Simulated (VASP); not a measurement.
TiRh: single point with LDA

The system is TiRh.

```
CELL_PARAMETERS angstrom
2.88082 0.00000 0.00000
0.00000 2.88082 0.00000
0.00000 0.00000 3.32639
ATOMIC_POSITIONS crystal
Ti 0.50000 0.50000 0.50000
Rh 0.00000 0.00000 0.00000
```

| Property | Result |
| --- | --- |
| Program | VASP 6.6.1 |
| Task | single point |
| Functional | LDA |
| Potentials or basis | VASP PAW LDA potentials, release 64 (Ti_sv, Rh_pv) |
| Cutoff | 520 eV |
| k mesh | 14 × 14 × 12 |
| Occupations | fermi-dirac, width 0.15 eV |
| Spin | no spin polarisation |

```json
{"Pressure": "5.2 GPa", "Band gap on the k mesh": "zero (an odd number of electrons rules out a gap without spin polarisation)"}
```

Levels at points of the mesh, in eV from the Fermi level:
| k point | band 9 | band 10 | band 11 | band 12 | band 13 | band 14 | band 15 | band 16 | band 17 | band 18 |
| --- | --- | --- | --- | --- | --- | --- | --- | --- | --- | --- |
| (0.00, 0.00, 0.00) | -5.71 | -5.53 | -2.59 | -2.59 | -1.65 | 0.27 | 1.47 | 2.91 | 3.07 | 3.07 |
| (0.50, 0.00, 0.00) | -4.05 | -3.33 | -3.21 | -2.49 | -1.71 | -1.02 | -0.31 | 0.77 | 1.70 | 1.81 |
| (0.50, 0.50, 0.00) | -5.34 | -4.61 | -4.61 | -0.19 | 1.02 | 1.92 | 1.92 | 2.48 | 3.30 | 3.30 |
| (0.00, 0.00, 0.50) | -4.58 | -3.97 | -2.27 | -2.27 | -1.42 | -1.24 | -0.57 | 1.02 | 1.02 | 2.25 |
| (0.50, 0.00, 0.50) | -5.44 | -3.41 | -3.24 | -1.56 | 0.37 | 0.75 | 0.76 | 0.85 | 2.96 | 2.99 |
| (0.50, 0.50, 0.50) | -4.03 | -4.03 | -2.26 | -1.58 | -1.58 | -1.07 | -0.17 | 2.46 | 3.33 | 9.40 |

Run time: 91 s on 1 thread of Intel(R) Xeon(R) 6975P-C (Granite Rapids), with other jobs on the host, peak memory 0.24 GiB.

Caveat: the cell stands under pressure.
